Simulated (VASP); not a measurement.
Write the native input for VASP 6.6.1 that does the following.

```
Task                   : single point
Functional             : PBE
Dispersion             : D3(BJ)
Potentials or basis    : VASP PAW PBE potentials, release 64 (I)
Cutoff                 : 520 eV
k mesh                 : 16 × 16 × 16
Occupations            : gaussian, width 0.15 eV
Spin                   : no spin polarisation
Dipole correction      : no
Further INCAR settings : ALGO = Normal; EDIFF = 1e-06; NBANDS = 10
```

The structure of I lies in POSCAR:

```
I
1.0
   -2.0893754423      2.0893754423      1.9849066702
    2.0893754423     -2.0893754423      1.9849066702
    2.0893754423      2.0893754423     -1.9849066702
I
1
Direct
    0.0000000000      0.0000000000      0.0000000000
```

This cell differs from its parent crystal: strain +0.000 along x and y, -0.050 along z.

One way to write it, as run:

INCAR

```
SYSTEM = I
PREC = Accurate
ENCUT = 520
EDIFF = 1E-6
ISMEAR = 0
SIGMA = 0.15
LREAL = .FALSE.
LASPH = .TRUE.
NELM = 60
ALGO = Normal
ISIF = 2
LWAVE = .FALSE.
LCHARG = .FALSE.
GGA = PE
IVDW = 12
NBANDS = 10
```

KPOINTS

```
Automatic mesh
0
G
  16 16 16
  0 0 0
```

Potentials or basis: VASP PAW PBE potentials, release 64 (I).

The run is started by

```sh
$ cat potpaw_PBE.64/I/POTCAR > POTCAR
$ mpirun -np 1 vasp_std > vasp.out
```

Results of the run:

```yaml
Pressure: -0.9 GPa
Band_gap_on_the_k_mesh: zero (an odd number of electrons rules out a gap without spin polarisation)
Dispersion_energy_per_atom: -0.383 eV
```

Caveat: the cell differs from its parent crystal (strain +0.000 along x and y, -0.050 along z); spin-orbit coupling is left out, which moves the levels of the heavy elements; an odd number of electrons without spin polarisation forces a metal; a magnetic or distorted state may lie lower.

Wall time 51 s on 1 thread of Intel(R) Xeon(R) Platinum 8375C CPU @ 2.90GHz (Ice Lake) (shared host), peak memory 0.25 GiB.
